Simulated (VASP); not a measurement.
# SiC (F-43m) in VASP: notebook

The runs below take SiC through single point, with PBE.

Program: VASP 6.6.1. These are calculated values, not measurements. Logs are shortened: lines on timing, memory, paths and dates and some standing lists are left out, and cuts for length are marked.

### Step 1. The cell of the first run

Symmetry: F-43m, No. 216, cubic system. Conventional cell: a = 4.290 Å, b = 4.290 Å, c = 4.290 Å, α = 90.00°, β = 90.00°, γ = 90.00°. Within 2.5 Å of Si (site symmetry -43m) lie 4 C at 1.86 Å. C (site symmetry -43m) has 4 Si at 1.86 Å within 2.5 Å.

### Step 2. Single point, PBE

INCAR

```
  PREC = Accurate
  ENCUT = 520
  EDIFF = 1E-6
  ISMEAR = 0
  SIGMA = 0.02
  LREAL = False
  LASPH = True
  NELM = 100
  ALGO = Normal
  ISIF = 2
  LWAVE = False
  LCHARG = True
  GGA = PE
  LELF = True
  LVHAR = True
  NBANDS = 11
```

KPOINTS

```
regular mesh
0
Gamma
  10 10 10
```

POSCAR

```
SiC
1.0
    0.0000000000      2.1447593843      2.1447593843
    2.1447593843      0.0000000000      2.1447593843
    2.1447593843      2.1447593843      0.0000000000
Si C
1 1
Direct
    0.2500000000      0.2500000000      0.2500000000
    0.0000000000      0.0000000000      0.0000000000
```

Potentials or basis: VASP PAW PBE potentials, release 64 (Si, C).

Started as:

```
$ cat potpaw_PBE.64/Si/POTCAR potpaw_PBE.64/C/POTCAR > POTCAR
$ mpirun -np 1 vasp_std > vasp.out
```

OUTCAR:

```text
PREC = Accurate
   ENCUT = 520
   EDIFF = 1E-6
   ISMEAR = 0
   LREAL = False
   LASPH = True
   NELM = 100
   ISIF = 2
   GGA = PE

 ion  position               nearest neighbor table
   1  0.250  0.250  0.250-   2 1.86   2 1.86   2 1.86   2 1.86
   2  0.000  0.000  0.000-   1 1.86   1 1.86   1 1.86   1 1.86

  LATTYP: Found a face centered cubic cell.
 ALAT       =     4.2895187686

  Lattice vectors:

 A1 = (   0.0000000000,   2.1447593843,   2.1447593843)
 A2 = (   2.1447593843,   0.0000000000,   2.1447593843)
 A3 = (   2.1447593843,   2.1447593843,   0.0000000000)

Analysis of symmetry for initial positions (statically):
=====================================================================
 Subroutine PRICEL returns:
 Original cell was already a primitive cell.

 Routine SETGRP: Setting up the symmetry group for a
 face centered cubic supercell.

 Subroutine GETGRP returns: Found 24 space group operations
 (whereof 24 operations were pure point group operations)
 out of a pool of 48 trial point group operations.

The static configuration has the point symmetry T_d .

Analysis of symmetry for dynamics (positions and initial velocities):
=====================================================================
 Subroutine PRICEL returns:
 Original cell was already a primitive cell.

 Routine SETGRP: Setting up the symmetry group for a
 face centered cubic supercell.

 Subroutine GETGRP returns: Found 24 space group operations
 (whereof 24 operations were pure point group operations)
 out of a pool of 48 trial point group operations.

The dynamic configuration has the point symmetry T_d .

 Subroutine INISYM returns: Found 24 space group operations
 (whereof 24 operations are pure point group operations),
 and found     1 'primitive' translations

----------------------------------------------------------------------------------------

                                     Primitive cell

  volume of cell :      19.7318

  direct lattice vectors                    reciprocal lattice vectors
     0.000000000  2.144759384  2.144759384    -0.233126384  0.233126384  0.233126384
     2.144759384  0.000000000  2.144759384     0.233126384 -0.233126384  0.233126384
     2.144759384  2.144759384  0.000000000     0.233126384  0.233126384 -0.233126384

  length of vectors
     3.033147809  3.033147809  3.033147809     0.403786742  0.403786742  0.403786742

  position of ions in fractional coordinates (direct lattice)
     0.250000000  0.250000000  0.250000000
[... 81 lines left out ...]
   NSW    =      0    number of steps for IOM
   IBRION =     -1    ionic relax: 0-MD 1-quasi-New 2-CG
   NFREE  =      0    steps in history (QN), initial steepest desc. (CG)
   ISIF   =      2    stress and relaxation
   ISYM   =      2    0-nonsym 1-usesym 2-fastsym
   POTIM  = 0.5000    time-step for ionic-motion
   TEBEG  =    0.0;   TEEND  =   0.0 temperature during run
   PSTRESS=    0.0 pullay stress
   NELECT =       8.0000    total number of electrons
   NUPDOWN=      -1.0000    fix difference up-down
   EMIN   =  10.00;   EMAX   =-10.00  energy-range for DOS
   EFERMI =   0.00;   METHOD = LEGACY
   ISMEAR =     0;   SIGMA  =   0.02  broadening in eV -4-tet -1-fermi 0-gaus
   EFERMI_NEDOS =   21; number of points for ismear=-14 and -15
   IALGO  =     38    algorithm
   IMIX   =      4    mixing-type and parameters
     AMIX     =   0.40;   BMIX     =  1.00
     AMIX_MAG =   1.60;   BMIX_MAG =  1.00
  volume/ion in A,a.u.               =       9.87        66.58
  Fermi-wavevector in a.u.,A,eV,Ry     =   1.211666  2.289717 19.975182  1.468134
  Thomas-Fermi vector in A             =   2.347174
   LORBIT       =      0    0 simple, 1 ext, 2 COOP (PROOUT), +10 PAW based schemes
   GGA     = PE    functional components
   LHFCALC =     F    Hartree Fock is set to
   AEXX    =    0.0000 exact exchange contribution
   IVDW    =     0    specifies the selected vdW correction
   LEPSILON=     F    determine dielectric tensor
   LRPA    =     F    only Hartree local field effects (RPA)
 non-spin polarized calculation
 Gauss-broadening in eV      SIGMA  =   0.02
  energy-cutoff  :      520.00
  volume of cell :       19.73
 maximum number of plane-waves:       544
   NGX = 11   NGY = 11   NGZ = 11

 number of electron       7.9999999 magnetization

 Free energy of the ion-electron system (eV)
  ---------------------------------------------------
  ext. energy  EPLUGINS =         0.00000000
  ---------------------------------------------------
  free energy    TOTEN  =       -15.00443382 eV

  energy without entropy =      -15.00443382  energy(sigma->0) =      -15.00443382

 E-fermi :   8.7816     XC(G=0): -11.5650

 val. band max:        8.6489228812   @ k =   0.0000   0.0000   0.0000
 cond. band min:       9.9600071573   @ k =   0.5000   0.5000   0.0000
 fundamental gap:      1.3110842760
 Fermi energy:         8.7816355968

 k-point     1 :       0.0000    0.0000    0.0000
  band No.  band energies     occupation
      1      -7.1322      2.00000
      2       8.6489      2.00000
      3       8.6489      2.00000
      4       8.6489      2.00000
      5      15.4426      0.00000
      6      16.2949      0.00000
      7      16.2949      0.00000
      8      16.2949      0.00000
      9      23.4379      0.00000
     10      23.4379      0.00000
     11      25.8793      0.00000
[... 309 lines left out ...]
 k-point    24 :       0.4000    0.3000    0.0000
  band No.  band energies     occupation
      1      -3.8636      2.00000
      2       3.0142      2.00000
      3       5.4035      2.00000
      4       5.9506      2.00000
      5      11.5533      0.00000
      6      14.4737      0.00000
      7      20.7929      0.00000
      8      21.0386      0.00000
      9      22.9910      0.00000
     10      27.1733      0.00000
     11      30.6415      0.00000

 [... further k-points ...]
[... 5 lines left out ...]
  --------------------------------------------------------------------------------------
  -------------------------------------------------------------------------------------
  Total        1.8371434      1.8371434      1.8371434      0.0000000      0.0000000      0.0000000
  in kB      149.1722073    149.1722073    149.1722073      0.0000000      0.0000000      0.0000000
  external PRESSURE =     149.1722073 kB  Pullay stress =       0.0000000 kB

 VOLUME and BASIS-vectors are now :
 -----------------------------------------------------------------------------
  energy-cutoff  :      520.00
  volume of cell :       19.73
      direct lattice vectors                 reciprocal lattice vectors
     0.000000000  2.144759384  2.144759384    -0.233126384  0.233126384  0.233126384
     2.144759384  0.000000000  2.144759384     0.233126384 -0.233126384  0.233126384
     2.144759384  2.144759384  0.000000000     0.233126384  0.233126384 -0.233126384

 POSITION                                       TOTAL-FORCE (eV/Angst)
 -----------------------------------------------------------------------------------
      1.07238      1.07238      1.07238         0.000000      0.000000      0.000000
      0.00000      0.00000      0.00000        -0.000000     -0.000000     -0.000000
 -----------------------------------------------------------------------------------
    total drift:                               -0.000000     -0.000000     -0.000000

  FREE ENERGIE OF THE ION-ELECTRON SYSTEM (eV)
  ---------------------------------------------------
  free  energy   TOTEN  =       -15.0044338168 eV

  energy  without entropy=      -15.0044338168  energy(sigma->0) =      -15.00443382
```

OSZICAR:

```text
N       E                     dE             d eps       ncg     rms          rms(c)
DAV:   1     0.235880497522E+01    0.23588E+01   -0.39788E+03  1034   0.668E+02
DAV:   2    -0.164161437764E+02   -0.18775E+02   -0.17739E+02  1344   0.103E+02
DAV:   3    -0.169942393834E+02   -0.57810E+00   -0.57689E+00  1288   0.149E+01
DAV:   4    -0.169964329787E+02   -0.21936E-02   -0.21935E-02  1180   0.116E+00
DAV:   5    -0.169964426925E+02   -0.97137E-05   -0.97137E-05  1267   0.720E-02    0.932E+00
DAV:   6    -0.150777994876E+02    0.19186E+01   -0.65717E+00  1139   0.117E+01    0.418E+00
DAV:   7    -0.150123542346E+02    0.65445E-01   -0.44887E-01  1240   0.380E+00    0.187E+00
DAV:   8    -0.150042251925E+02    0.81290E-02   -0.21108E-02  1163   0.970E-01    0.171E-01
DAV:   9    -0.150043289329E+02   -0.10374E-03   -0.15409E-03  1278   0.228E-01    0.115E-01
DAV:  10    -0.150044315041E+02   -0.10257E-03   -0.21312E-04  1157   0.905E-02    0.264E-02
DAV:  11    -0.150044334465E+02   -0.19424E-05   -0.35922E-05  1241   0.320E-02    0.677E-03
DAV:  12    -0.150044338168E+02   -0.37036E-06   -0.16250E-06   844   0.779E-03
   1 F= -.15004434E+02 E0= -.15004434E+02  d E =-.255136E-23
```

It took 9.1 s on 1 thread of AMD EPYC 7R43 (Zen 3), shared host; peak memory 0.1 GiB.

Results:

```
Free energy            : -15.0044 eV
Pressure               : 14.9 GPa
Band gap on the k mesh : 1.31 eV, indirect (least direct gap 4.59 eV)
```

A k mesh can miss the band edges.

### Step 3. Single point, PBE

This run uses another cell than the first one, of 9.38 Å³/atom, 0.950 times its volume.

INCAR

```
SYSTEM = SiC
  ALGO = Normal
  EDIFF = 1E-7
  ENCUT = 520
  GGA = PE
  ISIF = 2
  ISMEAR = 0
  LASPH = .TRUE.
  LCHARG = .FALSE.
  LREAL = .FALSE.
  LWAVE = .FALSE.
  NBANDS = 11
  NELM = 60
  PREC = Accurate
  SIGMA = 0.02
```

KPOINTS

```
k-points
0
G
  10 10 10
  0 0 0
```

POSCAR

```
SiC
1.0
    0.0000000000      2.1087352531      2.1087352531
    2.1087352531      0.0000000000      2.1087352531
    2.1087352531      2.1087352531      0.0000000000
Si C
1 1
Direct
    0.2500000000      0.2500000000      0.2500000000
    0.0000000000      0.0000000000      0.0000000000
```

Potentials or basis: VASP PAW PBE potentials, release 64 (Si, C).

Started as:

```
$ cat potpaw_PBE.64/Si/POTCAR potpaw_PBE.64/C/POTCAR > POTCAR
$ mpirun -np 1 vasp_std > vasp.out
```

It took 9 s on 1 thread of AMD EPYC 7R43 (Zen 3), shared host; peak memory 0.1 GiB.

Results (log left out):

* Free energy: -14.8692 eV
* Pressure: 29.9 GPa
* Band gap on the k mesh: 1.26 eV, indirect (least direct gap 4.63 eV)

Levels at points of the mesh, in eV from the valence-band top:
```
           k point  band 1  band 2  band 3  band 4  band 5  band 6  band 7  band 8  band 9
(0.00, 0.00, 0.00)  -16.20    0.00    0.00    0.00    7.40    8.03    8.03    8.03   15.10
(0.50, 0.00, 0.00)  -12.25   -9.09   -1.07   -1.07    6.35    7.64    7.64   10.61   17.46
(0.50, 0.50, 0.00)  -10.70   -8.12   -3.37   -3.37    1.26    4.68   15.21   15.21   16.17
```

### Step 4. Single point, PBE

This run uses another cell than the first one, of 9.38 Å³/atom, 0.950 times its volume.

INCAR

```
PREC     = Accurate       # precision mode
ENCUT    = 520            # plane-wave cutoff, eV
EDIFF    = 1E-7           # SCF threshold, eV
ISMEAR   = 0              # smearing method
SIGMA    = 0.02           # smearing width, eV
LREAL    = F              # projectors in reciprocal space
LASPH    = T              # aspherical terms in the spheres
NELM     = 100            # most SCF steps
ALGO     = Normal         # electronic algorithm
ISIF     = 2              # what is computed and relaxed
LWAVE    = F              # write WAVECAR
LCHARG   = T              # write CHGCAR
GGA      = PE             # functional
LELF     = T              # ELF
LVHAR    = T            
NBANDS   = 11             # bands
```

KPOINTS

```
regular mesh
0
Gamma
  10 10 10
```

POSCAR is that of step 3.

Started as:

```
$ cat potpaw_PBE.64/Si/POTCAR potpaw_PBE.64/C/POTCAR > POTCAR
$ mpirun -np 1 vasp_std > vasp.out
```

It took 9.9 s on 1 thread of AMD EPYC 7R43 (Zen 3), shared host; peak memory 0.1 GiB.

It converged, with:

| Item | Value |
| --- | --- |
| Free energy | -14.8692 eV |
| Pressure | 29.9 GPa |
| Band gap on the k mesh | 1.26 eV, indirect (least direct gap 4.63 eV) |

Levels at points of the mesh, in eV from the valence-band top:
```csv
k point,band 2,band 3,band 4,band 5,band 6,band 7
"(0.00, 0.00, 0.00)",0.00,0.00,0.00,7.40,8.03,8.03
"(0.50, 0.00, 0.00)",-9.09,-1.07,-1.07,6.35,7.64,7.64
"(0.50, 0.50, 0.00)",-8.12,-3.37,-3.37,1.26,4.68,15.21
```
